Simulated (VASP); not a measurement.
# Hf (Pm-3m) in VASP: further runs

Aim: see how the results for Hf move with the level of theory and the settings. Levels: PBE, HSE06. Tasks: single point.

All numbers are computed with VASP 6.6.1; they aren't measurements. Logs are shortened: lines on timing, memory, paths and dates and some standing lists are left out, and cuts for length are marked.

**1. The cell of the first run**

The structure is cubic, space group Pm-3m (No. 221). The conventional cell has a = 2.917 Å, b = 2.917 Å, c = 2.917 Å, α = 90.00°, β = 90.00°, γ = 90.00°. Within 3.8 Å of Hf (site symmetry m-3m) lie 6 Hf at 2.92 Å.

**2. Single point, PBE**

The input, INCAR:

```
ALGO     = Normal         # electronic algorithm
EDIFF    = 1E-6           # SCF threshold, eV
ENCUT    = 520            # plane-wave cutoff, eV
GGA      = PE             # functional
ISIF     = 2              # what is computed and relaxed
ISMEAR   = -1             # smearing method
LASPH    = True           # aspherical terms in the spheres
LCHARG   = False          # write CHGCAR
LREAL    = False          # projectors in reciprocal space
LWAVE    = False          # write WAVECAR
NBANDS   = 11             # bands
NELM     = 60             # most SCF steps
PREC     = Accurate       # precision mode
SIGMA    = 0.1            # smearing width, eV
```

The input, KPOINTS:

```
k-points
0
Gamma
  6 6 6
```

The input, POSCAR:

```
Hf
1.0
    2.9173859248      0.0000000000      0.0000000000
    0.0000000000      2.9173859248      0.0000000000
    0.0000000000      0.0000000000      2.9173859248
Hf
1
Direct
    0.0000000000      0.0000000000      0.0000000000
```

Potentials or basis: VASP PAW PBE potentials, release 64 (Hf_pv).

On the command line:

```console
$ cat potpaw_PBE.64/Hf_pv/POTCAR > POTCAR
$ mpirun -np 1 vasp_std > vasp.out
```

OUTCAR:

```text
EDIFF = 1E-6
   ENCUT = 520
   GGA = PE
   ISIF = 2
   ISMEAR = -1
   LASPH = True
   LREAL = False
   NELM = 60
   PREC = Accurate

 ion  position               nearest neighbor table
   1  0.000  0.000  0.000-

  LATTYP: Found a simple cubic cell.
 ALAT       =     2.9173859248

  Lattice vectors:

 A1 = (   2.9173859248,   0.0000000000,   0.0000000000)
 A2 = (   0.0000000000,   2.9173859248,   0.0000000000)
 A3 = (   0.0000000000,   0.0000000000,   2.9173859248)

Analysis of symmetry for initial positions (statically):
=====================================================================
 Subroutine PRICEL returns:
 Original cell was already a primitive cell.

 Routine SETGRP: Setting up the symmetry group for a
 simple cubic supercell.

 Subroutine GETGRP returns: Found 48 space group operations
 (whereof 48 operations were pure point group operations)
 out of a pool of 48 trial point group operations.

The static configuration has the point symmetry O_h .

Analysis of symmetry for dynamics (positions and initial velocities):
=====================================================================
 Subroutine PRICEL returns:
 Original cell was already a primitive cell.

 Routine SETGRP: Setting up the symmetry group for a
 simple cubic supercell.

 Subroutine GETGRP returns: Found 48 space group operations
 (whereof 48 operations were pure point group operations)
 out of a pool of 48 trial point group operations.

The dynamic configuration has the point symmetry O_h .

 Subroutine INISYM returns: Found 48 space group operations
 (whereof 48 operations are pure point group operations),
 and found     1 'primitive' translations

----------------------------------------------------------------------------------------

                                     Primitive cell

  volume of cell :      24.8303

  direct lattice vectors                    reciprocal lattice vectors
     2.917385925  0.000000000  0.000000000     0.342772614  0.000000000  0.000000000
     0.000000000  2.917385925  0.000000000     0.000000000  0.342772614  0.000000000
     0.000000000  0.000000000  2.917385925     0.000000000  0.000000000  0.342772614

  length of vectors
     2.917385925  2.917385925  2.917385925     0.342772614  0.342772614  0.342772614

  position of ions in fractional coordinates (direct lattice)
     0.000000000  0.000000000  0.000000000

  ion indices of the primitive-cell ions
   primitive index   ion index
                 1           1

----------------------------------------------------------------------------------------

 KPOINTS: k-points

Automatic generation of k-mesh.
 Grid dimensions read from file:
 generate k-points for:    6    6    6

 Generating k-lattice:

  Cartesian coordinates                     Fractional coordinates (reciprocal lattice)
     0.057128769  0.000000000  0.000000000     0.166666667  0.000000000  0.000000000
     0.000000000  0.057128769  0.000000000     0.000000000  0.166666667  0.000000000
     0.000000000  0.000000000  0.057128769     0.000000000  0.000000000  0.166666667

  Length of vectors
     0.057128769  0.057128769  0.057128769

  Shift w.r.t. Gamma in fractional coordinates (k-lattice)
     0.000000000  0.000000000  0.000000000

 Subroutine IBZKPT returns following result:
 ===========================================

 Found     20 irreducible k-points:

 Following reciprocal coordinates:
            Coordinates               Weight
  0.000000  0.000000  0.000000      1.000000
  0.166667  0.000000  0.000000      6.000000
  0.333333  0.000000  0.000000      6.000000
  0.500000  0.000000  0.000000      3.000000
  0.166667  0.166667  0.000000     12.000000
  0.333333  0.166667  0.000000     24.000000
[... 12 lines left out ...]
  0.500000  0.500000  0.333333      6.000000
  0.500000  0.500000  0.500000      1.000000
   k-points           NKPTS =     20   k-points in BZ     NKDIM =     20   number of bands    NBANDS=     11
   number of dos      NEDOS =    301   number of ions     NIONS =      1
   total plane-waves  NPLWV =  13824
   dimension x,y,z NGX =    24 NGY =   24 NGZ =   24
   dimension x,y,z NGXF=    48 NGYF=   48 NGZF=   48
   ions per type =               1
   NGX,Y,Z   is equivalent  to a cutoff of  13.68, 13.68, 13.68 a.u.
   NGXF,Y,Z  is equivalent  to a cutoff of  27.35, 27.35, 27.35 a.u.
 SYSTEM =  unknown system
   PREC   = accura    normal or accurate (medium, high low for compatibility)
   ISTART =      0    job   : 0-new  1-cont  2-samecut
   ICHARG =      2    charge: 1-file 2-atom 10-const
   ISPIN  =      1    spin polarized calculation?
   LNONCOLLINEAR =      F non collinear calculations
   LSORBIT =      F    spin-orbit coupling
   LASPH  =      T    aspherical Exc in radial PAW
   ENCUT  =  520.0 eV  38.22 Ry    6.18 a.u.   5.42  5.42  5.42*2*pi/ulx,y,z
   NELM   =     60;   NELMIN=  2; NELMDL= -5     # of ELM steps
   EDIFF  = 0.1E-05   stopping-criterion for ELM
   LREAL  =      F    real-space projection
   EDIFFG = 0.1E-04   stopping-criterion for IOM
   NSW    =      0    number of steps for IOM
   IBRION =     -1    ionic relax: 0-MD 1-quasi-New 2-CG
   NFREE  =      0    steps in history (QN), initial steepest desc. (CG)
   ISIF   =      2    stress and relaxation
   ISYM   =      2    0-nonsym 1-usesym 2-fastsym
   POTIM  = 0.5000    time-step for ionic-motion
   TEBEG  =    0.0;   TEEND  =   0.0 temperature during run
   PSTRESS=    0.0 pullay stress
   NELECT =      10.0000    total number of electrons
   NUPDOWN=      -1.0000    fix difference up-down
   EMIN   =  10.00;   EMAX   =-10.00  energy-range for DOS
   EFERMI =   0.00;   METHOD = LEGACY
   ISMEAR =    -1;   SIGMA  =   0.10  broadening in eV -4-tet -1-fermi 0-gaus
   EFERMI_NEDOS =   21; number of points for ismear=-14 and -15
   IALGO  =     38    algorithm
   IMIX   =      4    mixing-type and parameters
     AMIX     =   0.40;   BMIX     =  1.00
     AMIX_MAG =   1.60;   BMIX_MAG =  1.00
  volume/ion in A,a.u.               =      24.83       167.56
  Fermi-wavevector in a.u.,A,eV,Ry     =   1.208967  2.284615 19.886277  1.461600
  Thomas-Fermi vector in A             =   2.344558
   LORBIT       =      0    0 simple, 1 ext, 2 COOP (PROOUT), +10 PAW based schemes
   GGA     = PE    functional components
   LHFCALC =     F    Hartree Fock is set to
   AEXX    =    0.0000 exact exchange contribution
   IVDW    =     0    specifies the selected vdW correction
   LEPSILON=     F    determine dielectric tensor
   LRPA    =     F    only Hartree local field effects (RPA)
 non-spin polarized calculation
  energy-cutoff  :      520.00
  volume of cell :       24.83
 maximum number of plane-waves:       691
 NGX is ok and might be reduce to    24
   NGX = 11   NGY = 11   NGZ = 11

 number of electron      10.0000004 magnetization

 Free energy of the ion-electron system (eV)
  ---------------------------------------------------
  ext. energy  EPLUGINS =         0.00000000
  ---------------------------------------------------
  free energy    TOTEN  =        -8.82621514 eV

  energy without entropy =       -8.75250131  energy(sigma->0) =       -8.78935822

 E-fermi :   3.7909     XC(G=0): -10.7230

 val. band max:        3.7247216296   @ k =   0.5000   0.3333   0.1667
 cond. band min:       3.8951918068   @ k =   0.3333   0.3333   0.3333
 fundamental gap:      0.1704701772
 Fermi energy:         3.7909000700

 k-point     1 :       0.0000    0.0000    0.0000
  band No.  band energies     occupation
      1     -26.2068      2.00000
      2     -26.2068      2.00000
      3     -26.2068      2.00000
      4      -2.6813      2.00000
      5       2.3822      2.00000
      6       2.3822      2.00000
      7      10.2239      0.00000
      8      10.2239      0.00000
      9      10.2239      0.00000
     10      16.5987      0.00000
     11      16.5987      0.00000

 k-point     2 :       0.1667    0.0000    0.0000
  band No.  band energies     occupation
      1     -26.4468      2.00000
      2     -26.1865      2.00000
      3     -26.1865      2.00000
      4      -1.9969      2.00000
      5       2.5831      1.99999
      6       3.0049      1.99923
      7       9.0478      0.00000
      8       9.0478      0.00000
      9      10.3121      0.00000
     10      14.0544      0.00000
     11      16.8615      0.00000

 k-point     3 :       0.3333    0.0000    0.0000
  band No.  band energies     occupation
      1     -26.9017      2.00000
      2     -26.1457      2.00000
      3     -26.1457      2.00000
      4      -0.4436      2.00000
      5       3.0282      1.99903
      6       3.9308      0.39602
      7       7.4585      0.00000
      8       7.4585      0.00000
      9      10.4947      0.00000
     10      12.3751      0.00000
     11      16.8621      0.00000

 k-point     4 :       0.5000    0.0000    0.0000
  band No.  band energies     occupation
      1     -27.1178      2.00000
      2     -26.1252      2.00000
      3     -26.1252      2.00000
      4       0.6463      2.00000
      5       3.2780      1.98822
      6       3.6985      1.43184
      7       6.8401      0.00000
      8       6.8401      0.00000
      9      10.5893      0.00000
     10      13.2851      0.00000
     11      16.4126      0.00000
[... 183 lines left out ...]
 k-point    18 :       0.5000    0.3333    0.3333
  band No.  band energies     occupation
      1     -26.9390      2.00000
      2     -26.7170      2.00000
      3     -26.7003      2.00000
      4       2.2247      2.00000
      5       3.2968      1.98580
      6       3.7087      1.38927
      7       7.9922      0.00000
      8       8.2930      0.00000
      9      12.1046      0.00000
     10      13.3071      0.00000
     11      13.8234      0.00000

 k-point    19 :       0.5000    0.5000    0.3333
  band No.  band energies     occupation
      1     -26.9098      2.00000
      2     -26.9098      2.00000
      3     -26.6820      2.00000
      4       2.0452      2.00000
      5       3.2108      1.99397
      6       3.2108      1.99397
      7       8.2554      0.00000
      8      12.0191      0.00000
      9      12.6061      0.00000
     10      12.8490      0.00000
     11      12.8490      0.00000

 k-point    20 :       0.5000    0.5000    0.5000
  band No.  band energies     occupation
      1     -26.8812      2.00000
      2     -26.8812      2.00000
      3     -26.8812      2.00000
      4       2.5295      1.99999
      5       2.5295      1.99999
      6       2.5295      1.99999
      7      10.7012      0.00000
      8      12.6697      0.00000
      9      12.6698      0.00000
     10      13.6544      0.00000
     11      13.6544      0.00000

------------------------ aborting loop because EDIFF is reached ----------------------------------------

  FORCE on cell =-STRESS in cart. coord.  units (eV):
  Direction    XX          YY          ZZ          XY          YZ          ZX
  --------------------------------------------------------------------------------------
  -------------------------------------------------------------------------------------
  Total        0.0088643      0.0088643      0.0088643      0.0000000      0.0000000     -0.0000000
  in kB        0.5719712      0.5719712      0.5719712      0.0000000      0.0000000     -0.0000000
  external PRESSURE =       0.5719712 kB  Pullay stress =       0.0000000 kB

 VOLUME and BASIS-vectors are now :
 -----------------------------------------------------------------------------
  energy-cutoff  :      520.00
  volume of cell :       24.83
      direct lattice vectors                 reciprocal lattice vectors
     2.917385925  0.000000000  0.000000000     0.342772614  0.000000000  0.000000000
     0.000000000  2.917385925  0.000000000     0.000000000  0.342772614  0.000000000
     0.000000000  0.000000000  2.917385925     0.000000000  0.000000000  0.342772614

 POSITION                                       TOTAL-FORCE (eV/Angst)
 -----------------------------------------------------------------------------------
      0.00000      0.00000      0.00000         0.000000      0.000000      0.000000
 -----------------------------------------------------------------------------------
    total drift:                                0.000000      0.000000      0.000000

  FREE ENERGIE OF THE ION-ELECTRON SYSTEM (eV)
  ---------------------------------------------------
  free  energy   TOTEN  =        -8.8262151429 eV

  energy  without entropy=       -8.7525013056  energy(sigma->0) =       -8.78935822
```

Run time: 2.2 s. Hardware: 1 thread of Intel Xeon 6975P-C (Granite Rapids), shared host; peak memory 0.13 GiB.

Results:

```yaml
Free_energy: -8.8262 eV
Pressure: 0.1 GPa
Band_gap_on_the_k_mesh: zero (band 5 reaches 4.53 eV, above the bottom of band 6 at 2.38 eV)
```

Caveat: spin-orbit coupling is left out, which moves the levels of the heavy elements.

**3. Single point, HSE06**

POSCAR is that of step 2.

The input, INCAR.step1:

```
PREC = Accurate
ENCUT = 520
EDIFF = 1E-5
ISMEAR = -1
SIGMA = 0.1
LREAL = F
LASPH = T
NELM = 60
ALGO = Normal
ISIF = 2
LWAVE = T
LCHARG = F
GGA = PE
NBANDS = 11
```

The input, INCAR.step2:

```
PREC = Accurate
ENCUT = 520
EDIFF = 1E-7
ISMEAR = -1
SIGMA = 0.1
LREAL = F
LASPH = T
NELM = 60
ALGO = Normal
ISIF = 2
LWAVE = F
LCHARG = F
GGA = PE
LHFCALC = T
HFSCREEN = 0.2079
PRECFOCK = Normal
ISTART = 1
NBANDS = 11
```

The input, KPOINTS:

```
regular mesh
0
Gamma
  6 6 6
```

Potentials or basis: VASP PAW PBE potentials, release 64 (Hf_pv).

On the command line:

```console
$ cat potpaw_PBE.64/Hf_pv/POTCAR > POTCAR
$ cp INCAR.step1 INCAR
$ mpirun -np 1 vasp_std > vasp.out
$ cp INCAR.step2 INCAR
$ mpirun -np 1 vasp_std > vasp.out
```

Run time: 9.4 min. Hardware: 1 thread of Intel Xeon 6975P-C (Granite Rapids), shared host; peak memory 0.25 GiB.

It converged, with:

```
Free energy            : -9.9089 eV
Pressure               : -0.9 GPa
Band gap on the k mesh : zero (band 5 reaches 4.63 eV, above the bottom of band 6 at 2.02 eV)
```

Levels at points of the mesh, in eV from the Fermi level:
```
           k point  band 3  band 4  band 5  band 6  band 7  band 8
(0.00, 0.00, 0.00)  -32.36   -7.50   -1.73   -1.73    7.31    7.31
(0.50, 0.00, 0.00)  -32.27   -3.59   -0.50   -0.46    3.65    3.65
(0.50, 0.50, 0.00)  -32.19   -3.27   -0.67    4.45    4.45    4.69
(0.50, 0.50, 0.50)  -33.09   -1.40   -1.40   -1.40    7.31    9.73
```

Caveat: the PAW data sets were made with another functional, which shifts forces and pressure a little; spin-orbit coupling is left out, which moves the levels of the heavy elements.
